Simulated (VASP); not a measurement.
# Sn (P6/mmm) in VASP: further runs, part 2 of 2

VASP 6.6.1. Earlier steps stand in the parts before.

### Step 4. Relaxation of cell and atoms, r2SCAN

This run uses another cell than the first one: it holds 1 atom, not 3.

POSCAR

```
Sn
1.0
    3.2060643793      0.0000000000      0.0000000000
   -1.6030321897      2.7765331987      0.0000000000
    0.0000000000      0.0000000000      3.1338616367
Sn
1
Direct
    0.0000000000      0.0000000000      0.0000000000
```

INCAR.step1

```
PREC     = Accurate       # precision mode
ENCUT    = 600            # plane-wave cutoff, eV
ISMEAR   = 0              # smearing method
SIGMA    = 0.1            # smearing width, eV
LREAL    = False          # projectors in reciprocal space
LASPH    = True           # aspherical terms in the spheres
NELM     = 80             # most SCF steps
GGA      = PE             # functional
ALGO     = Normal         # electronic algorithm
EDIFF    = 1E-4           # SCF threshold, eV
LWAVE    = True           # write WAVECAR
LCHARG   = False          # write CHGCAR
```

INCAR.step2

```
PREC     = Accurate       # precision mode
ENCUT    = 600            # plane-wave cutoff, eV
EDIFF    = 1E-6           # SCF threshold, eV
ISMEAR   = 0              # smearing method
SIGMA    = 0.1            # smearing width, eV
LREAL    = False          # projectors in reciprocal space
LASPH    = True           # aspherical terms in the spheres
NELM     = 80             # most SCF steps
ALGO     = Normal         # electronic algorithm
ISIF     = 3              # what is computed and relaxed
LWAVE    = False          # write WAVECAR
LCHARG   = False          # write CHGCAR
METAGGA  = R2SCAN         # meta-GGA
LMIXTAU  = True         
IBRION   = 2              # ionic algorithm
NSW      = 100            # ionic steps
EDIFFG   = -0.01          # ionic threshold
ISTART   = 1
```

KPOINTS

```
Automatic mesh
0
Gamma
  21 21 18
```

Potentials or basis: VASP PAW PBE potentials, release 64 (Sn_d).

Run with:

```console
$ cat potpaw_PBE.64/Sn_d/POTCAR > POTCAR
$ cp INCAR.step1 INCAR
$ mpirun -np 1 vasp_std > vasp.out
$ cp INCAR.step2 INCAR
$ mpirun -np 1 vasp_std > vasp.out
```

OUTCAR:

```text
PREC = Accurate
   ENCUT = 600
   EDIFF = 1E-6
   ISMEAR = 0
   LREAL = False
   LASPH = True
   NELM = 80
   ISIF = 3
   METAGGA = R2SCAN
   IBRION = 2
   NSW = 100
   EDIFFG = -0.01
   ISTART = 1

 ion  position               nearest neighbor table
   1  0.000  0.000  0.000-

  LATTYP: Found a hexagonal cell.
 ALAT       =     3.2060643793
 C/A-ratio  =     0.9774793223

  Lattice vectors:

 A1 = (   3.2060643793,   0.0000000000,   0.0000000000)
 A2 = (  -1.6030321897,   2.7765331987,   0.0000000000)
 A3 = (   0.0000000000,   0.0000000000,   3.1338616367)

Analysis of symmetry for initial positions (statically):
=====================================================================
 Subroutine PRICEL returns:
 Original cell was already a primitive cell.

 Routine SETGRP: Setting up the symmetry group for a
 hexagonal supercell.

 Subroutine GETGRP returns: Found 24 space group operations
 (whereof 24 operations were pure point group operations)
 out of a pool of 24 trial point group operations.

The static configuration has the point symmetry D_6h.

Analysis of symmetry for dynamics (positions and initial velocities):
=====================================================================
 Subroutine PRICEL returns:
 Original cell was already a primitive cell.

 Routine SETGRP: Setting up the symmetry group for a
[... 328 lines left out ...]

 number of electron      13.9999996 magnetization

 Free energy of the ion-electron system (eV)
  ---------------------------------------------------
  ext. energy  EPLUGINS =         0.00000000
  ---------------------------------------------------
  free energy    TOTEN  =       -24.61445857 eV

  energy without entropy =      -24.61172163  energy(sigma->0) =      -24.61309010

 E-fermi :   7.7505     XC(G=0): -11.0729

 val. band max:        7.7340014927   @ k =   0.2381   0.0476   0.2778
 cond. band min:       7.7546540691   @ k =   0.3333   0.2381   0.2778
 fundamental gap:      0.0206525764
 Fermi energy:         7.7505221051

 k-point     1 :       0.0000    0.0000    0.0000
  band No.  band energies     occupation
      1     -14.6280      2.00000
      2     -14.4412      2.00000
      3     -14.4412      2.00000
      4     -14.2110      2.00000
      5     -14.2110      2.00000
      6      -3.8319      2.00000
      7      13.4649      0.00000
      8      15.0864      0.00000
      9      15.0864      0.00000
     10      16.9384      0.00000
     11      19.3773      0.00000
[... 309 lines left out ...]
 k-point    24 :       0.1905    0.0952    0.0000
  band No.  band energies     occupation
      1     -14.5786      2.00000
      2     -14.4509      2.00000
      3     -14.3345      2.00000
      4     -14.2546      2.00000
      5     -14.2237      2.00000
      6      -2.5089      2.00000
      7       8.8457      0.00000
      8      11.4040      0.00000
      9      14.8448      0.00000
     10      17.6395      0.00000
     11      18.5499      0.00000

 [... further k-points ...]

------------------------ aborting loop because EDIFF is reached ----------------------------------------

  FORCE on cell =-STRESS in cart. coord.  units (eV):
  Direction    XX          YY          ZZ          XY          YZ          ZX
  --------------------------------------------------------------------------------------
  -------------------------------------------------------------------------------------
  Total       -0.0043505     -0.0043505      0.0015462      0.0000000      0.0000000      0.0000000
  in kB       -0.2529761     -0.2529761      0.0899080      0.0000000      0.0000000      0.0000000
  external PRESSURE =      -0.1386814 kB  Pullay stress =       0.0000000 kB
[... 16 lines left out ...]
  FREE ENERGIE OF THE ION-ELECTRON SYSTEM (eV)
  ---------------------------------------------------
  free  energy   TOTEN  =       -24.6144585713 eV

  energy  without entropy=      -24.6117216273  energy(sigma->0) =      -24.61309010

 reached required accuracy - stopping structural energy minimisation
```

OSZICAR.step1:

```text
N       E                     dE             d eps       ncg     rms          rms(c)
DAV:   1     0.770017995485E+02    0.77002E+02   -0.82045E+03 10631   0.205E+03
DAV:   2     0.846503072548E+00   -0.76155E+02   -0.74453E+02 10839   0.351E+02
DAV:   3    -0.369855455113E+01   -0.45451E+01   -0.45115E+01 12230   0.781E+01
DAV:   4    -0.379829045992E+01   -0.99736E-01   -0.99666E-01 11857   0.124E+01
DAV:   5    -0.380215997633E+01   -0.38695E-02   -0.38694E-02 12659   0.233E+00    0.153E+00
DAV:   6    -0.379508434463E+01    0.70756E-02   -0.12455E-02 12477   0.215E+00    0.857E-01
DAV:   7    -0.379354444503E+01    0.15399E-02   -0.87015E-03 12312   0.176E+00    0.110E-01
DAV:   8    -0.379351671817E+01    0.27727E-04   -0.93869E-04 12018   0.569E-01
   1 F= -.37935167E+01 E0= -.37918901E+01  d E =-.325333E-02
```

Run time: 63 min. Hardware: 1 thread of Oxide Virtual Turin-like, shared host; peak memory 0.29 GiB.

Results:

| Property | Result |
| --- | --- |
| Free energy | -24.6145 eV |
| Relaxed volume | 27.55 Å³/atom |
| Relaxed cell | a = 3.239 Å, b = 3.239 Å, c = 3.033 Å, α = 90.00°, β = 90.00°, γ = 120.00° |
| Space group after relaxing (to 0.1 Å) | P6/mmm (No. 191) |
| Energy gained by relaxing | 13.4 meV/atom |
| Ionic steps | 6 |
| Pressure after relaxing | 0.0 GPa |
| Band gap on the k mesh | zero (bands 7 and 8 overlap by 8.79 eV) |

The path:
```csv
step,energy change (eV),largest force (eV/Å),pressure (GPa),volume (Å³)
1,0.0000,0.0000,-0.38,27.90
2,-0.0133,0.0000,-0.11,27.62
3,-0.0134,0.0000,-0.07,27.59
4,-0.0134,0.0000,-0.07,27.58
5,-0.0134,0.0000,0.06,27.53
6,-0.0134,0.0000,-0.01,27.55
```

Final structure:
```
CELL_PARAMETERS angstrom
3.23864 0.00000 0.00000
-1.61932 2.80474 0.00000
0.00000 0.00000 3.03329
ATOMIC_POSITIONS crystal
Sn 0.00000 0.00000 0.00000
```

Caveat: the PAW data sets were made with another functional, which shifts forces and pressure a little; spin-orbit coupling is left out, which moves the levels of the heavy elements.

### Step 5. Summary

```tsv
cell	k mesh	gap on the mesh (eV)	pressure (GPa)	relaxed volume (Å³/atom)
relaxed from a = 5.821, b = 5.821, c = 2.885 Å, angles 90.0, 90.0, 120.0°, 3 atoms, atomic positions A	3 × 3 × 6	none	0.0	27.42
relaxed from a = 6.151, b = 6.151, c = 3.771 Å, angles 90.0, 90.0, 120.0°, 3 atoms, atomic positions A	3 × 3 × 4	none	0.0	28.23
relaxed from a = 3.206, b = 3.206, c = 3.134 Å, angles 90.0, 90.0, 120.0°, 1 atom, atomic positions B	21 × 21 × 18	none	0.0	27.55
```

Alike in all rows: task relaxation of cell and atoms; level r2SCAN; potentials or basis VASP PAW PBE potentials, release 64 (Sn_d); no spin polarisation; cutoff (eV) 600; smearing gaussian 0.1 eV.

Caveats: some runs use coarse meshes; the PAW data sets were made with another functional, which shifts forces and pressure a little; spin-orbit coupling is left out, which moves the levels of the heavy elements; the volume moved by over 15 % at a fixed basis, so the end points are rough (at least some runs).

Total energies depend on the potentials used, so only differences within one code and one set of settings carry meaning.

The gap in the log of VASP goes by the Fermi energy; the results here count the filled bands.